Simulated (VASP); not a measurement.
Write the native input for VASP 6.6.1 that does the following.

```
Task                    : density of states
Functional              : PBE
Potentials or basis     : VASP PAW PBE potentials, release 64 (Hf_pv, C)
Cutoff                  : 520 eV
k mesh                  : 12 × 12 × 6
Occupations             : gaussian, width 0.1 eV
Spin                    : no spin polarisation
Dipole correction       : no
k mesh for the DOS      : 18 × 18 × 9
Occupations for the DOS : tetrahedron
Further INCAR settings  : ALGO = Normal; EDIFF = 1e-07; NBANDS = 27
```

Hf3C2:

```
Hf C
1.0
     3.30464    0.00000    0.00000
    -1.65232    2.86190    0.00000
     0.00000    0.00000    7.93242
Hf C
3 2
Direct
  0.00000 0.00000 0.00000
  0.33333 0.66667 0.67825
  0.66667 0.33333 0.32175
  0.33333 0.66667 0.17391
  0.66667 0.33333 0.82609
```

These files were run (other wordings do the same):

POSCAR

```
Hf3C2
1.0
    3.3046401611      0.0000000000      0.0000000000
   -1.6523200805      2.8619023298      0.0000000000
    0.0000000000      0.0000000000      7.9324200619
Hf C
3 2
Direct
    0.0000000000      0.0000000000      0.0000000000
    0.3333333333      0.6666666667      0.6782501655
    0.6666666667      0.3333333333      0.3217498345
    0.3333333333      0.6666666667      0.1739057285
    0.6666666667      0.3333333333      0.8260942715
```

INCAR.step1

```
PREC = Accurate
ENCUT = 520
EDIFF = 1E-7
ISMEAR = 0
SIGMA = 0.1
LREAL = F
LASPH = T
NELM = 80
ALGO = Normal
ISIF = 2
LWAVE = F
LCHARG = T
LMAXMIX = 4
GGA = PE
NBANDS = 27
```

KPOINTS.step1

```
regular mesh
0
Gamma
  12 12 6
```

INCAR.step2

```
PREC = Accurate
ENCUT = 520
EDIFF = 1E-7
ISMEAR = -5
SIGMA = 0.1
LREAL = F
LASPH = T
NELM = 80
ALGO = Normal
ISIF = 2
LWAVE = F
LCHARG = F
LMAXMIX = 4
GGA = PE
LORBIT = 11
NBANDS = 27
NEDOS = 2001
ICHARG = 11
```

KPOINTS.step2

```
regular mesh
0
Gamma
  18 18 9
```

Potentials or basis: VASP PAW PBE potentials, release 64 (Hf_pv, C).

Command:

```console
$ cat potpaw_PBE.64/Hf_pv/POTCAR potpaw_PBE.64/C/POTCAR > POTCAR
$ cp INCAR.step1 INCAR
$ cp KPOINTS.step1 KPOINTS
$ mpirun -np 1 vasp_std > vasp.out
$ cp INCAR.step2 INCAR
$ cp KPOINTS.step2 KPOINTS
$ mpirun -np 1 vasp_std > vasp.out
```

Results of the run:

| Quantity | Value |
| --- | --- |
| Valence electrons inside the program's atomic spheres | Hf 8.57, 8.48; C 2.40 |

Caveat: spin-orbit coupling is left out, which moves the levels of the heavy elements.

It took 7.9 min on 1 thread of Intel Xeon 6975P-C, with other jobs on the host, peak memory 0.56 GiB.
